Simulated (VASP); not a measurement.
# CdS (Hawleyite) (F-43m) in VASP: settings compared, part 2 of 2

VASP 6.6.1.

### 3 Single point, r2SCAN

This run uses another cell than the first one, of 24.81 Å³/atom, 0.901 times its volume.

POSCAR reads:

```
CdS
1.0
    0.0000000000      2.9165000000      2.9165000000
    2.9165000000      0.0000000000      2.9165000000
    2.9165000000      2.9165000000      0.0000000000
Cd S
1 1
Direct
    0.0000000000      0.0000000000      0.0000000000
    0.7500000000      0.7500000000      0.7500000000
```

INCAR.step1 reads:

```
PREC = Accurate ; ENCUT = 520
ISMEAR = -1 ; SIGMA = 0.05
LREAL = F ; LASPH = T
NELM = 100 ; NBANDS = 16
GGA = PE ; ALGO = Normal
EDIFF = 1E-4 ; LWAVE = T
LCHARG = F
```

INCAR.step2 reads:

```
PREC = Accurate ; ENCUT = 520
EDIFF = 1E-6 ; ISMEAR = -1
SIGMA = 0.05 ; LREAL = F
LASPH = T ; NELM = 100
ALGO = Normal ; ISIF = 2
LWAVE = F ; LCHARG = F
METAGGA = R2SCAN ; LMIXTAU = T
NBANDS = 16 ; ISTART = 1
```

KPOINTS reads:

```
regular mesh
0
Gamma
  8 8 8
```

Potentials or basis: VASP PAW PBE potentials, release 64 (Cd, S).

Command:

```bash
$ cat potpaw_PBE.64/Cd/POTCAR potpaw_PBE.64/S/POTCAR > POTCAR
$ cp INCAR.step1 INCAR
$ mpirun -np 1 vasp_std > vasp.out
$ cp INCAR.step2 INCAR
$ mpirun -np 1 vasp_std > vasp.out
```

OUTCAR:

```text
PREC = Accurate
   ENCUT = 520
   EDIFF = 1E-6
   ISMEAR = -1
   LREAL = F
   LASPH = T
   NELM = 100
   ISIF = 2
   METAGGA = R2SCAN
   ISTART = 1

 ion  position               nearest neighbor table
   1  0.000  0.000  0.000-   2 2.53   2 2.53   2 2.53   2 2.53
   2  0.750  0.750  0.750-   1 2.53   1 2.53   1 2.53   1 2.53

  LATTYP: Found a face centered cubic cell.
 ALAT       =     5.8330000000

  Lattice vectors:

 A1 = (   0.0000000000,   2.9165000000,   2.9165000000)
 A2 = (   2.9165000000,   0.0000000000,   2.9165000000)
[... 624 lines left out ...]
      4      -6.4293      2.00000
      5      -6.3756      2.00000
      6      -5.9013      2.00000
[... 8 lines left out ...]
     15      13.9322      0.00000
     16      14.8942      0.00000

 [... further k-points ...]
[... 5 lines left out ...]
  --------------------------------------------------------------------------------------
  -------------------------------------------------------------------------------------
  Total        0.5596980      0.5596980      0.5596980      0.0000000      0.0000000      0.0000000
  in kB       18.0737558     18.0737558     18.0737558      0.0000000      0.0000000      0.0000000
  external PRESSURE =      18.0737558 kB  Pullay stress =       0.0000000 kB

 VOLUME and BASIS-vectors are now :
 -----------------------------------------------------------------------------
  energy-cutoff  :      520.00
  volume of cell :       49.62
      direct lattice vectors                 reciprocal lattice vectors
     0.000000000  2.916500000  2.916500000    -0.171438368  0.171438368  0.171438368
     2.916500000  0.000000000  2.916500000     0.171438368 -0.171438368  0.171438368
     2.916500000  2.916500000  0.000000000     0.171438368  0.171438368 -0.171438368

 POSITION                                       TOTAL-FORCE (eV/Angst)
 -----------------------------------------------------------------------------------
      0.00000      0.00000      0.00000         0.000000      0.000000      0.000000
      4.37475      4.37475      4.37475        -0.000000     -0.000000     -0.000000
 -----------------------------------------------------------------------------------
    total drift:                                0.000005      0.000005      0.000005

  FREE ENERGIE OF THE ION-ELECTRON SYSTEM (eV)
  ---------------------------------------------------
  free  energy   TOTEN  =       -29.6782904237 eV

  energy  without entropy=      -29.6782904220  energy(sigma->0) =      -29.67829042
```

OUTCAR.step1:

```text
PREC = Accurate
   ENCUT = 520
   ISMEAR = -1
   LREAL = F
   LASPH = T
   NELM = 100
[... 674 lines left out ...]
 -----------------------------------------------------------------------------------
      0.00000      0.00000      0.00000        -0.000000     -0.000000     -0.000000
      4.37475      4.37475      4.37475         0.000000      0.000000      0.000000
 -----------------------------------------------------------------------------------
    total drift:                                0.000000      0.000000      0.000000

  FREE ENERGIE OF THE ION-ELECTRON SYSTEM (eV)
  ---------------------------------------------------
  free  energy   TOTEN  =        -6.1212846938 eV

  energy  without entropy=       -6.1212845835  energy(sigma->0) =       -6.12128464
```

It took 43 s on 1 thread of Intel Xeon Platinum 8559C (Emerald Rapids), shared host; peak memory 0.19 GiB.

What came out:

| Quantity | Value |
| --- | --- |
| Free energy | -29.6783 eV |
| Pressure | 1.8 GPa |
| Band gap on the k mesh | 1.59 eV, direct |

Levels at points of the mesh, in eV from the valence-band top:
```tsv
k point	band 5	band 6	band 7	band 8	band 9	band 10	band 11	band 12	band 13	band 14
(0.00, 0.00, 0.00)	-7.45	-7.45	0.00	0.00	0.00	1.59	7.07	7.07	7.07	11.96
(0.50, 0.00, 0.00)	-7.42	-7.07	-4.47	-0.77	-0.77	3.48	7.48	7.48	7.90	11.58
(0.50, 0.50, 0.00)	-7.36	-7.00	-3.98	-1.93	-1.93	3.84	4.76	9.80	11.55	11.55
```

Caveat: the PAW data sets were made with another functional, which shifts forces and pressure a little. r2SCAN opens gaps a little over a GGA but as a rule still falls short of measured ones.

### 4 Single point, PBE

This run uses another cell than the first one, of 24.81 Å³/atom, 0.901 times its volume.

INCAR reads:

```
PREC     = Accurate       # precision mode
ENCUT    = 520            # plane-wave cutoff, eV
EDIFF    = 1E-7           # SCF threshold, eV
ISMEAR   = 0              # smearing method
SIGMA    = 0.1            # smearing width, eV
LREAL    = F              # projectors in reciprocal space
LASPH    = T              # aspherical terms in the spheres
NELM     = 80             # most SCF steps
ALGO     = Normal         # electronic algorithm
ISIF     = 2              # what is computed and relaxed
LWAVE    = F              # write WAVECAR
LCHARG   = F              # write CHGCAR
GGA      = PE             # functional
NBANDS   = 16             # bands
```

KPOINTS reads:

```
Automatic mesh
0
Gamma
  8 8 8
```

POSCAR reads:

```
CdS
1.0
    4.1245538500      0.0000000000      0.0000000000
    2.0622769250      3.5719684134      0.0000000000
    2.0622769250      1.1906561378      3.3676841164
Cd S
1 1
Direct
    0.0000000000      0.0000000000      0.0000000000
    0.7500000000      0.7500000000      0.7500000000
```

Command:

```bash
$ cat potpaw_PBE.64/Cd/POTCAR potpaw_PBE.64/S/POTCAR > POTCAR
$ mpirun -np 1 vasp_std > vasp.out
```

Run time: 44 s. Hardware: 1 thread of AMD EPYC 7R13, shared host; peak memory 0.15 GiB.

It converged, with:

| Property | Result |
| --- | --- |
| Free energy | -6.1213 eV |
| Pressure | 3.2 GPa |
| Band gap on the k mesh | 1.15 eV, direct |

Levels at points of the mesh, in eV from the valence-band top:
```tsv
k point	band 6	band 7	band 8	band 9	band 10	band 11	band 12	band 13
(0.00, 0.00, 0.00)	-7.25	0.00	0.00	0.00	1.15	6.55	6.55	6.55
(0.50, 0.00, 0.00)	-6.87	-4.40	-0.75	-0.75	3.02	7.01	7.01	7.48
(0.50, 0.50, 0.00)	-6.80	-3.95	-1.88	-1.88	3.55	4.35	9.23	10.78
```

PBE gaps usually lie below the measured ones, often by a third to a half.

### 5 The runs side by side

| level | cell | smearing | gap on the mesh (eV) | pressure (GPa) |
| --- | --- | --- | --- | --- |
| BLYP | a = 4.270 Å, angles 60.0°, 2 atoms | fermi-dirac 0.05 eV | 0.86 | 0.2 |
| r2SCAN | a = 4.125 Å, angles 60.0°, 2 atoms | fermi-dirac 0.05 eV | 1.59 | 1.8 |
| PBE | a = 4.125 Å, angles 60.0°, 2 atoms | gaussian 0.1 eV | 1.15 | 3.2 |

Alike in all rows: task single point; potentials or basis VASP PAW PBE potentials, release 64 (Cd, S); no spin polarisation; k mesh 8 × 8 × 8; cutoff (eV) 520.

Caveats: the PAW data sets were made with another functional, which shifts forces and pressure a little (some runs).

Absolute energies hang on the potentials; compare differences alone.
